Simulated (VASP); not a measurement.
# AlAs (m.bgw) (F-43m) in VASP: single point with PBE

Aim: the single point of AlAs (m.bgw) with PBE.

All numbers are computed with VASP 6.6.1; they aren't measurements. Logs are shortened: lines on timing, memory, paths and dates and some standing lists are left out, and cuts for length are marked.

**1. The cell of the first run**

Symmetry: F-43m, No. 216, cubic system. Conventional cell: a = 5.728 Å, b = 5.728 Å, c = 5.728 Å, α = 90.00°, β = 90.00°, γ = 90.00°. Al (site symmetry -43m) has 4 As at 2.48 Å within 3.3 Å. As (site symmetry -43m) has 4 Al at 2.48 Å within 3.3 Å.

**2. Single point, PBE**

Contents of INCAR:

```
SYSTEM = AlAs
  PREC = Accurate
  ENCUT = 500
  EDIFF = 1E-6
  ISMEAR = 0
  SIGMA = 0.01
  LREAL = .False.
  LASPH = .True.
  NELM = 120
  ALGO = Normal
  ISIF = 2
  LWAVE = .False.
  LCHARG = .False.
  GGA = PE
  NBANDS = 11
  GGA_COMPAT = .False.
```

Contents of KPOINTS:

```
regular mesh
0
Gamma
  4 4 4
  0 0 0
```

Contents of POSCAR:

```
AlAs
1.0
    0.0000000000      2.8638562135      2.8638562135
    2.8638562135      0.0000000000      2.8638562135
    2.8638562135      2.8638562135      0.0000000000
Al As
1 1
Direct
    0.0000000000      0.0000000000      0.0000000000
    0.2500000000      0.2500000000      0.2500000000
```

Potentials or basis: VASP PAW PBE potentials, release 64 (Al, As).

Run with:

```sh
$ cat potpaw_PBE.64/Al/POTCAR potpaw_PBE.64/As/POTCAR > POTCAR
$ mpirun -np 1 vasp_std > vasp.out
```

OUTCAR:

```text
SYSTEM = AlAs
   PREC = Accurate
   ENCUT = 500
   EDIFF = 1E-6
   ISMEAR = 0
   LREAL = .False.
   LASPH = .True.
   NELM = 120
   ISIF = 2
   GGA = PE

 ion  position               nearest neighbor table
   1  0.000  0.000  0.000-   2 2.48   2 2.48   2 2.48   2 2.48
   2  0.250  0.250  0.250-   1 2.48   1 2.48   1 2.48   1 2.48

  LATTYP: Found a face centered cubic cell.
 ALAT       =     5.7277124270

  Lattice vectors:

 A1 = (   0.0000000000,   2.8638562135,   2.8638562135)
 A2 = (   2.8638562135,   0.0000000000,   2.8638562135)
 A3 = (   2.8638562135,   2.8638562135,   0.0000000000)

Analysis of symmetry for initial positions (statically):
=====================================================================
 Subroutine PRICEL returns:
 Original cell was already a primitive cell.

 Routine SETGRP: Setting up the symmetry group for a
 face centered cubic supercell.

 Subroutine GETGRP returns: Found 24 space group operations
 (whereof 24 operations were pure point group operations)
 out of a pool of 48 trial point group operations.

The static configuration has the point symmetry T_d .

Analysis of symmetry for dynamics (positions and initial velocities):
=====================================================================
 Subroutine PRICEL returns:
 Original cell was already a primitive cell.

 Routine SETGRP: Setting up the symmetry group for a
 face centered cubic supercell.

 Subroutine GETGRP returns: Found 24 space group operations
 (whereof 24 operations were pure point group operations)
 out of a pool of 48 trial point group operations.

The dynamic configuration has the point symmetry T_d .

 Subroutine INISYM returns: Found 24 space group operations
 (whereof 24 operations are pure point group operations),
 and found     1 'primitive' translations

----------------------------------------------------------------------------------------

                                     Primitive cell

  volume of cell :      46.9768

  direct lattice vectors                    reciprocal lattice vectors
     0.000000000  2.863856214  2.863856214    -0.174589771  0.174589771  0.174589771
     2.863856214  0.000000000  2.863856214     0.174589771 -0.174589771  0.174589771
     2.863856214  2.863856214  0.000000000     0.174589771  0.174589771 -0.174589771

  length of vectors
     4.050104298  4.050104298  4.050104298     0.302398354  0.302398354  0.302398354

  position of ions in fractional coordinates (direct lattice)
     0.000000000  0.000000000  0.000000000
     0.250000000  0.250000000  0.250000000

  ion indices of the primitive-cell ions
   primitive index   ion index
                 1           1
                 2           2

----------------------------------------------------------------------------------------

 KPOINTS: regular mesh

Automatic generation of k-mesh.
 Grid dimensions read from file:
 generate k-points for:    4    4    4

 Generating k-lattice:

  Cartesian coordinates                     Fractional coordinates (reciprocal lattice)
    -0.043647443  0.043647443  0.043647443     0.250000000  0.000000000  0.000000000
     0.043647443 -0.043647443  0.043647443     0.000000000  0.250000000  0.000000000
     0.043647443  0.043647443 -0.043647443     0.000000000  0.000000000  0.250000000

  Length of vectors
     0.075599588  0.075599588  0.075599588

  Shift w.r.t. Gamma in fractional coordinates (k-lattice)
     0.000000000  0.000000000  0.000000000

 Subroutine IBZKPT returns following result:
 ===========================================

 Found      8 irreducible k-points:

 Following reciprocal coordinates:
            Coordinates               Weight
  0.000000  0.000000  0.000000      1.000000
  0.250000  0.000000  0.000000      8.000000
  0.500000  0.000000  0.000000      4.000000
  0.250000  0.250000  0.000000      6.000000
  0.500000  0.250000  0.000000     24.000000
 -0.250000  0.250000  0.000000     12.000000
  0.500000  0.500000  0.000000      3.000000
 -0.250000  0.500000  0.250000      6.000000
   k-points           NKPTS =      8   k-points in BZ     NKDIM =      8   number of bands    NBANDS=     11
   number of dos      NEDOS =    301   number of ions     NIONS =      2
   total plane-waves  NPLWV =  27000
   dimension x,y,z NGX =    30 NGY =   30 NGZ =   30
   dimension x,y,z NGXF=    60 NGYF=   60 NGZF=   60
   ions per type =               1   1
   NGX,Y,Z   is equivalent  to a cutoff of  12.31, 12.31, 12.31 a.u.
   NGXF,Y,Z  is equivalent  to a cutoff of  24.63, 24.63, 24.63 a.u.
 SYSTEM =  AlAs
   PREC   = accura    normal or accurate (medium, high low for compatibility)
   ISTART =      0    job   : 0-new  1-cont  2-samecut
   ICHARG =      2    charge: 1-file 2-atom 10-const
   ISPIN  =      1    spin polarized calculation?
   LNONCOLLINEAR =      F non collinear calculations
   LSORBIT =      F    spin-orbit coupling
   LASPH  =      T    aspherical Exc in radial PAW
   ENCUT  =  500.0 eV  36.75 Ry    6.06 a.u.   7.38  7.38  7.38*2*pi/ulx,y,z
   NELM   =    120;   NELMIN=  2; NELMDL= -5     # of ELM steps
   EDIFF  = 0.1E-05   stopping-criterion for ELM
   LREAL  =      F    real-space projection
   EDIFFG = 0.1E-04   stopping-criterion for IOM
   NSW    =      0    number of steps for IOM
   IBRION =     -1    ionic relax: 0-MD 1-quasi-New 2-CG
   NFREE  =      0    steps in history (QN), initial steepest desc. (CG)
   ISIF   =      2    stress and relaxation
   ISYM   =      2    0-nonsym 1-usesym 2-fastsym
   POTIM  = 0.5000    time-step for ionic-motion
   TEBEG  =    0.0;   TEEND  =   0.0 temperature during run
   PSTRESS=    0.0 pullay stress
   NELECT =       8.0000    total number of electrons
   NUPDOWN=      -1.0000    fix difference up-down
   EMIN   =  10.00;   EMAX   =-10.00  energy-range for DOS
   EFERMI =   0.00;   METHOD = LEGACY
   ISMEAR =     0;   SIGMA  =   0.01  broadening in eV -4-tet -1-fermi 0-gaus
   EFERMI_NEDOS =   21; number of points for ismear=-14 and -15
   IALGO  =     38    algorithm
   IMIX   =      4    mixing-type and parameters
     AMIX     =   0.40;   BMIX     =  1.00
     AMIX_MAG =   1.60;   BMIX_MAG =  1.00
  volume/ion in A,a.u.               =      23.49       158.51
  Fermi-wavevector in a.u.,A,eV,Ry     =   0.907424  1.714783 11.203288  0.823418
  Thomas-Fermi vector in A             =   2.031230
   LORBIT       =      0    0 simple, 1 ext, 2 COOP (PROOUT), +10 PAW based schemes
   GGA     = PE    functional components
   LHFCALC =     F    Hartree Fock is set to
   AEXX    =    0.0000 exact exchange contribution
   IVDW    =     0    specifies the selected vdW correction
   LEPSILON=     F    determine dielectric tensor
   LRPA    =     F    only Hartree local field effects (RPA)
 non-spin polarized calculation
 Gauss-broadening in eV      SIGMA  =   0.01
  energy-cutoff  :      500.00
  volume of cell :       46.98
 maximum number of plane-waves:      1243
 NGX is ok and might be reduce to    30
   NGX = 15   NGY = 15   NGZ = 15

 number of electron       7.9999999 magnetization

 Free energy of the ion-electron system (eV)
  ---------------------------------------------------
  ext. energy  EPLUGINS =         0.00000000
  ---------------------------------------------------
  free energy    TOTEN  =        -9.27511565 eV

  energy without entropy =       -9.27511565  energy(sigma->0) =       -9.27511565

 E-fermi :   3.6789     XC(G=0):  -8.8845

 val. band max:        3.6344413040   @ k =   0.0000   0.0000   0.0000
 cond. band min:       5.1046307416   @ k =   0.5000   0.5000   0.0000
 fundamental gap:      1.4701894376
 Fermi energy:         3.6789485080

 k-point     1 :       0.0000    0.0000    0.0000
  band No.  band energies     occupation
      1      -8.0365      2.00000
      2       3.6344      2.00000
      3       3.6344      2.00000
      4       3.6344      2.00000
      5       5.4105      0.00000
      6       7.8334      0.00000
      7       7.8334      0.00000
      8       7.8334      0.00000
      9      12.3023      0.00000
     10      12.5513      0.00000
     11      12.5513      0.00000

 k-point     2 :       0.2500    0.0000    0.0000
  band No.  band energies     occupation
      1      -7.4845      2.00000
      2       0.2996      2.00000
      3       3.1677      2.00000
      4       3.1677      2.00000
      5       6.0850      0.00000
      6       8.4533      0.00000
      7       8.4533      0.00000
      8       9.8751      0.00000
      9      11.8603      0.00000
     10      11.8603      0.00000
     11      12.9085      0.00000

 k-point     3 :       0.5000    0.0000    0.0000
  band No.  band energies     occupation
      1      -6.6885      2.00000
      2      -1.8020      2.00000
      3       2.8294      2.00000
      4       2.8294      2.00000
      5       5.6291      0.00000
      6       8.2610      0.00000
      7       8.2610      0.00000
      8      11.3032      0.00000
      9      14.5437      0.00000
     10      15.0082      0.00000
     11      15.0082      0.00000

 k-point     4 :       0.2500    0.2500    0.0000
  band No.  band energies     occupation
      1      -7.2938      2.00000
      2       0.4364      2.00000
      3       2.3351      2.00000
      4       2.3351      2.00000
      5       6.1832      0.00000
      6       7.3093      0.00000
      7      10.3029      0.00000
      8      10.3029      0.00000
      9      10.8717      0.00000
     10      13.6224      0.00000
     11      15.5993      0.00000

 k-point     5 :       0.5000    0.2500    0.0000
  band No.  band energies     occupation
      1      -6.4679      2.00000
      2      -1.3213      2.00000
      3       0.9914      2.00000
      4       2.0689      2.00000
      5       6.1700      0.00000
      6       8.6892      0.00000
      7       9.8490      0.00000
      8      10.4427      0.00000
      9      13.7318      0.00000
     10      14.8895      0.00000
     11      16.2400      0.00000

 k-point     6 :      -0.2500    0.2500    0.0000
  band No.  band energies     occupation
      1      -6.7613      2.00000
      2      -0.8429      2.00000
      3       0.8610      2.00000
      4       2.7597      2.00000
      5       6.9410      0.00000
      6       9.2643      0.00000
      7       9.4211      0.00000
      8       9.7812      0.00000
      9      11.2244      0.00000
     10      13.7029      0.00000
     11      15.8879      0.00000

 k-point     7 :       0.5000    0.5000    0.0000
  band No.  band energies     occupation
      1      -6.1670      2.00000
      2      -1.6964      2.00000
      3       1.5285      2.00000
      4       1.5285      2.00000
      5       5.1046      0.00000
      6       5.9032      0.00000
      7      13.6795      0.00000
      8      13.6795      0.00000
      9      15.0364      0.00000
     10      15.9792      0.00000
     11      15.9792      0.00000

 k-point     8 :      -0.2500    0.5000    0.2500
  band No.  band energies     occupation
      1      -6.1382      2.00000
      2      -1.3826      2.00000
      3       0.5781      2.00000
      4       0.9121      2.00000
      5       7.9354      0.00000
      6       9.0801      0.00000
      7       9.1860      0.00000
      8       9.6290      0.00000
      9      13.9830      0.00000
     10      15.6472      0.00000
     11      15.9692      0.00000

------------------------ aborting loop because EDIFF is reached ----------------------------------------

  FORCE on cell =-STRESS in cart. coord.  units (eV):
  Direction    XX          YY          ZZ          XY          YZ          ZX
  --------------------------------------------------------------------------------------
  -------------------------------------------------------------------------------------
  Total        0.1259838      0.1259838      0.1259838     -0.0000000      0.0000000     -0.0000000
  in kB        4.2967647      4.2967647      4.2967647     -0.0000000      0.0000000     -0.0000000
  external PRESSURE =       4.2967647 kB  Pullay stress =       0.0000000 kB

 VOLUME and BASIS-vectors are now :
 -----------------------------------------------------------------------------
  energy-cutoff  :      500.00
  volume of cell :       46.98
      direct lattice vectors                 reciprocal lattice vectors
     0.000000000  2.863856214  2.863856214    -0.174589771  0.174589771  0.174589771
     2.863856214  0.000000000  2.863856214     0.174589771 -0.174589771  0.174589771
     2.863856214  2.863856214  0.000000000     0.174589771  0.174589771 -0.174589771

 POSITION                                       TOTAL-FORCE (eV/Angst)
 -----------------------------------------------------------------------------------
      0.00000      0.00000      0.00000        -0.000000     -0.000000     -0.000000
      1.43193      1.43193      1.43193         0.000000      0.000000      0.000000
 -----------------------------------------------------------------------------------
    total drift:                               -0.000000     -0.000000     -0.000000

  FREE ENERGIE OF THE ION-ELECTRON SYSTEM (eV)
  ---------------------------------------------------
  free  energy   TOTEN  =        -9.2751156506 eV

  energy  without entropy=       -9.2751156506  energy(sigma->0) =       -9.27511565
```

It took 3.1 s on 1 thread of Intel Xeon 6975P-C (Granite Rapids), shared host; peak memory 0.16 GiB.

What came out:

- Free energy: -9.2751 eV
- Pressure: 0.4 GPa
- Band gap on the k mesh: 1.47 eV, indirect (least direct gap 1.78 eV)

Caveat: the k points lie up to 0.48 Å⁻¹ apart. A k mesh can miss the band edges.
